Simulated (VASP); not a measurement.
# CuO (P1) in VASP: single point with RPBE

Aim: the single point of CuO with RPBE.

Everything below comes from runs of VASP 6.6.1. Logs are shortened: lines on timing, memory, paths and dates and some standing lists are left out, and cuts for length are marked.

### Step 1. The cell of the first run

The typed cell holds 4 atoms: a = 2.940 Å, b = 2.956 Å, c = 5.279 Å, α = 95.58°, β = 94.58°, γ = 73.84°.

### Step 2. Single point, RPBE

The input, INCAR:

```
ALGO     = Normal         # electronic algorithm
EDIFF    = 1E-6           # SCF threshold, eV
ENCUT    = 820            # plane-wave cutoff, eV
GGA      = RP             # functional
GGA_COMPAT= False        
ISIF     = 2              # what is computed and relaxed
ISMEAR   = -1             # smearing method
LASPH    = True           # aspherical terms in the spheres
LCHARG   = False          # write CHGCAR
LREAL    = False          # projectors in reciprocal space
LWAVE    = False          # write WAVECAR
NBANDS   = 33             # bands
NELM     = 120            # most SCF steps
PREC     = Accurate       # precision mode
SIGMA    = 0.05           # smearing width, eV
```

The input, KPOINTS:

```
k-points
0
Gamma
  10 10 5
```

The input, POSCAR:

```
CuO
1.0
    2.3507941185     -1.7635352256      0.0742345327
    2.3611741645      1.7777399208      0.0490929707
   -0.7219804780     -0.0397318136      5.2296646520
Cu O
2 2
Direct
    0.0142532200      0.4796454100      0.0604322300
    0.4708797100      0.1540682100      0.4741201700
    0.5692681500      0.2960328600      0.2639427200
    0.4455989200      0.5702535100      0.7015048700
```

Potentials or basis: VASP PAW PBE potentials, release 64 (Cu_sv_GW, O).

Started as:

```console
> cat potpaw_PBE.64/Cu_sv_GW/POTCAR potpaw_PBE.64/O/POTCAR > POTCAR
> mpirun -np 1 vasp_std > vasp.out
```

OUTCAR:

```text
EDIFF = 1E-6
   ENCUT = 820
   GGA = RP
   ISIF = 2
   ISMEAR = -1
   LASPH = True
   LREAL = False
   NELM = 120
   PREC = Accurate

 ion  position               nearest neighbor table
   1  0.014  0.480  0.060-   3 1.86   3 1.97   2 2.59
   2  0.471  0.154  0.474-   3 1.30   4 1.62   4 2.22   1 2.59
   3  0.569  0.296  0.264-   2 1.30   1 1.86   1 1.97
   4  0.446  0.570  0.702-   2 1.62   2 2.22

  LATTYP: Found a triclinic cell.
 ALAT       =     2.9396939033
 B/A-ratio  =     3.4975557395
 C/A-ratio  =     1.2046763103
 COS(alpha) =     0.0024017744
 COS(beta)  =     0.5977220526
 COS(gamma) =     0.6909142663

  Lattice vectors:

 A1 = (   2.3507941185,  -1.7635352256,   0.0742345327)
 A2 = (   8.7019560880,  -0.0113224232,   5.4763196588)
 A3 = (  -0.0103800460,  -3.5412751464,   0.0251415620)

Analysis of symmetry for initial positions (statically):
=====================================================================
 Subroutine PRICEL returns:
 Original cell was already a primitive cell.

 Routine SETGRP: Setting up the symmetry group for a
 triclinic supercell.

 Subroutine GETGRP returns: Found  1 space group operations
 (whereof  1 operations were pure point group operations)
 out of a pool of  2 trial point group operations.

The static configuration has the point symmetry C_1 .

Analysis of symmetry for dynamics (positions and initial velocities):
=====================================================================
 Subroutine PRICEL returns:
 Original cell was already a primitive cell.

 Routine SETGRP: Setting up the symmetry group for a
 triclinic supercell.

 Subroutine GETGRP returns: Found  1 space group operations
 (whereof  1 operations were pure point group operations)
 out of a pool of  2 trial point group operations.

The dynamic configuration has the point symmetry C_1 .

 Subroutine INISYM returns: Found  1 space group operations
 (whereof  1 operations are pure point group operations),
 and found     1 'primitive' translations

----------------------------------------------------------------------------------------

                                     Primitive cell

  volume of cell :      43.7871

  direct lattice vectors                    reciprocal lattice vectors
     2.350794119 -1.763535226  0.074234533     0.212366990 -0.282813747  0.027169642
[... 74 lines left out ...]
   total plane-waves  NPLWV =  39200
   dimension x,y,z NGX =    28 NGY =   28 NGZ =   50
   dimension x,y,z NGXF=    56 NGYF=   56 NGZF=  100
   ions per type =               2   2
   NGX,Y,Z   is equivalent  to a cutoff of  15.83, 15.75, 15.74 a.u.
   NGXF,Y,Z  is equivalent  to a cutoff of  31.67, 31.49, 31.49 a.u.
 SYSTEM =  unknown system
   PREC   = accura    normal or accurate (medium, high low for compatibility)
   ISTART =      0    job   : 0-new  1-cont  2-samecut
   ICHARG =      2    charge: 1-file 2-atom 10-const
   ISPIN  =      1    spin polarized calculation?
   LNONCOLLINEAR =      F non collinear calculations
   LSORBIT =      F    spin-orbit coupling
   LASPH  =      T    aspherical Exc in radial PAW
   ENCUT  =  820.0 eV  60.27 Ry    7.76 a.u.   6.86  6.90 12.33*2*pi/ulx,y,z
   NELM   =    120;   NELMIN=  2; NELMDL= -5     # of ELM steps
   EDIFF  = 0.1E-05   stopping-criterion for ELM
   LREAL  =      F    real-space projection
[... 7 lines left out ...]
   TEBEG  =    0.0;   TEEND  =   0.0 temperature during run
   PSTRESS=    0.0 pullay stress
   NELECT =      50.0000    total number of electrons
   NUPDOWN=      -1.0000    fix difference up-down
   EMIN   =  10.00;   EMAX   =-10.00  energy-range for DOS
   EFERMI =   0.00;   METHOD = LEGACY
   ISMEAR =    -1;   SIGMA  =   0.05  broadening in eV -4-tet -1-fermi 0-gaus
   EFERMI_NEDOS =   21; number of points for ismear=-14 and -15
   IALGO  =     38    algorithm
   IMIX   =      4    mixing-type and parameters
     AMIX     =   0.40;   BMIX     =  1.00
     AMIX_MAG =   1.60;   BMIX_MAG =  1.00
  volume/ion in A,a.u.               =      10.95        73.87
  Fermi-wavevector in a.u.,A,eV,Ry     =   1.711129  3.233565 39.837353  2.927963
  Thomas-Fermi vector in A             =   2.789300
   LORBIT       =      0    0 simple, 1 ext, 2 COOP (PROOUT), +10 PAW based schemes
   GGA     = RP    functional components
   LHFCALC =     F    Hartree Fock is set to
   AEXX    =    0.0000 exact exchange contribution
   IVDW    =     0    specifies the selected vdW correction
   LEPSILON=     F    determine dielectric tensor
   LRPA    =     F    only Hartree local field effects (RPA)
 non-spin polarized calculation
  energy-cutoff  :      820.00
  volume of cell :       43.79
 maximum number of plane-waves:      2353
   NGX = 13   NGY = 13   NGZ = 25

 number of electron      50.0000005 magnetization

 Free energy of the ion-electron system (eV)
  ---------------------------------------------------
  ext. energy  EPLUGINS =         0.00000000
  ---------------------------------------------------
  free energy    TOTEN  =        -9.48376243 eV

  energy without entropy =       -9.46189627  energy(sigma->0) =       -9.47282935

 E-fermi :   5.4416     XC(G=0): -11.4121

 val. band max:        5.4395654972   @ k =  -0.3000   0.1000   0.4000
 cond. band min:       5.4469426728   @ k =   0.5000   0.1000   0.4000
 fundamental gap:      0.0073771756
 Fermi energy:         5.4415938630

 k-point     1 :       0.0000    0.0000    0.0000
  band No.  band energies     occupation
      1    -109.8024      2.00000
      2    -106.8762      2.00000
      3     -68.1032      2.00000
      4     -66.9829      2.00000
      5     -66.3846      2.00000
      6     -64.2813      2.00000
[... 853 lines left out ...]
     32      17.2015      0.00000
     33      20.1219      0.00000

 [... further k-points ...]
[... 5 lines left out ...]
  --------------------------------------------------------------------------------------
  -------------------------------------------------------------------------------------
  Total       19.9375475      5.9601926     40.3024466      2.3159453      0.3099963    -18.5677518
  in kB      729.5182406    218.0844566   1474.6733462     84.7408316     11.3428158   -679.3971827
  external PRESSURE =     807.4253478 kB  Pullay stress =       0.0000000 kB

 VOLUME and BASIS-vectors are now :
 -----------------------------------------------------------------------------
  energy-cutoff  :      820.00
  volume of cell :       43.79
      direct lattice vectors                 reciprocal lattice vectors
     2.350794119 -1.763535226  0.074234533     0.212366990 -0.282813747  0.027169642
     2.361174164  1.777739921  0.049092971     0.210558561  0.281988562  0.031211005
    -0.721980478 -0.039731814  5.229664652    -0.004991125  0.001367371  0.190538189

 POSITION                                       TOTAL-FORCE (eV/Angst)
 -----------------------------------------------------------------------------------
      1.12240      0.82515      0.34065         0.051496      0.924384     -2.916029
      1.12842     -0.57536      2.52201       -23.575278     -6.086904     29.048459
      1.84666     -0.48814      1.43712        20.630878      2.220601    -31.265943
      1.88751      0.20006      3.72971         2.892904      2.941919      5.133513
 -----------------------------------------------------------------------------------
    total drift:                                0.008652     -0.001116      0.002473

  FREE ENERGIE OF THE ION-ELECTRON SYSTEM (eV)
  ---------------------------------------------------
  free  energy   TOTEN  =        -9.4837624339 eV

  energy  without entropy=       -9.4618962693  energy(sigma->0) =       -9.47282935
```

OSZICAR:

```text
N       E                     dE             d eps       ncg     rms          rms(c)
DAV:   1     0.110040601098E+04    0.11004E+04   -0.40402E+04 25798   0.591E+03
DAV:   2     0.100629880515E+03   -0.99978E+03   -0.96031E+03 27705   0.138E+03
DAV:   3    -0.109932064037E+02   -0.11162E+03   -0.10899E+03 31704   0.526E+02
DAV:   4    -0.164953201370E+02   -0.55021E+01   -0.54769E+01 27286   0.133E+02
DAV:   5    -0.167247652631E+02   -0.22945E+00   -0.22930E+00 28735   0.229E+01    0.210E+01
DAV:   6    -0.137448338680E+02    0.29799E+01   -0.59221E+01 29496   0.510E+02    0.171E+01
DAV:   7    -0.971005642314E+01    0.40348E+01   -0.23053E+01 28664   0.335E+02    0.642E+00
DAV:   8    -0.955160937568E+01    0.15845E+00   -0.18869E+00 31072   0.244E+01    0.417E+00
DAV:   9    -0.950911741028E+01    0.42492E-01   -0.33076E-01 33120   0.475E+01    0.202E+00
DAV:  10    -0.953293999946E+01   -0.23823E-01   -0.42699E-01 28720   0.441E+01    0.206E+00
DAV:  11    -0.948432720093E+01    0.48613E-01   -0.99776E-02 29424   0.220E+01    0.326E-01
DAV:  12    -0.948383801422E+01    0.48919E-03   -0.10597E-02 33024   0.485E+00    0.104E-01
DAV:  13    -0.948374202060E+01    0.95994E-04   -0.47305E-04 33104   0.879E-01    0.464E-02
DAV:  14    -0.948375763770E+01   -0.15617E-04   -0.95120E-05 32888   0.502E-01    0.101E-02
DAV:  15    -0.948376152357E+01   -0.38859E-05   -0.42342E-06 19120   0.987E-02    0.500E-03
DAV:  16    -0.948376243386E+01   -0.91028E-06   -0.16877E-06 15016   0.687E-02
   1 F= -.94837624E+01 E0= -.94728294E+01  d E =-.218662E-01
```

stdout:

```text
POSCAR found type information on POSCAR CuO
 POSCAR found :  2 types and       4 ions
 scaLAPACK will be used
 -----------------------------------------------------------------------------
|                                                                             |
|                                                                             |
|     You enforced a specific xc type in the INCAR file but a different       |
|     I HOPE YOU KNOW WHAT YOU ARE DOING!                                     |
|                                                                             |
 -----------------------------------------------------------------------------

 LDA part: xc-table for (Slater+PW92), standard interpolation
 POSCAR, INCAR and KPOINTS ok, starting setup
 FFT: planning ... GRIDC
 FFT: planning ... GRID_SOFT
 FFT: planning ... GRID
 WAVECAR not read
 entering main loop
```

Wall time 7.7 min (1 thread of Intel Xeon 6975P-C (Granite Rapids), shared host); peak memory 0.71 GiB.

Results:

```yaml
Free_energy: -9.4838 eV
Pressure: 80.7 GPa
Largest_force: 37.903 eV/Å
Band_gap_on_the_k_mesh: zero (bands 25 and 26 overlap by 0.43 eV)
```

Forces on the atoms (eV/Å):
```
Cu    0.051   0.924  -2.916
Cu  -23.575  -6.087  29.048
O    20.631   2.221 -31.266
O     2.893   2.942   5.134
```

Stress tensor (GPa, compression positive):
```
 72.95   8.47 -67.94
  8.47  21.81   1.13
-67.94   1.13 147.47
```

Levels at points of the mesh, in eV from the Fermi level:
```tsv
k point	band 22	band 23	band 24	band 25	band 26	band 27	band 28	band 29
(0.00, 0.00, 0.00)	-1.88	-1.62	-0.31	0.13	0.24	1.30	6.18	6.40
(0.50, 0.00, 0.00)	-2.05	-1.80	-1.49	0.05	0.60	3.96	5.41	6.03
(0.00, 0.50, 0.00)	-1.91	-1.42	-1.19	-0.04	0.34	4.62	5.25	6.68
(0.50, 0.50, 0.00)	-2.06	-1.67	-1.41	-1.06	0.91	3.75	6.33	7.65
```

Caveat: atoms lie so close that the PAW spheres overlap strongly, which falsifies energies and pressures; the stress differs along the axes, from 22 to 147 GPa; semilocal functionals underestimate gaps, and a narrow one can read as zero; the PAW data sets were made with another functional, which shifts forces and pressure a little; semilocal functionals often make such compounds metallic where correlation or magnetic order opens a gap, which also shifts bond lengths. With open d or f shells a metallic result of RPBE can be an artefact of self-interaction; +U or a hybrid may open a gap.
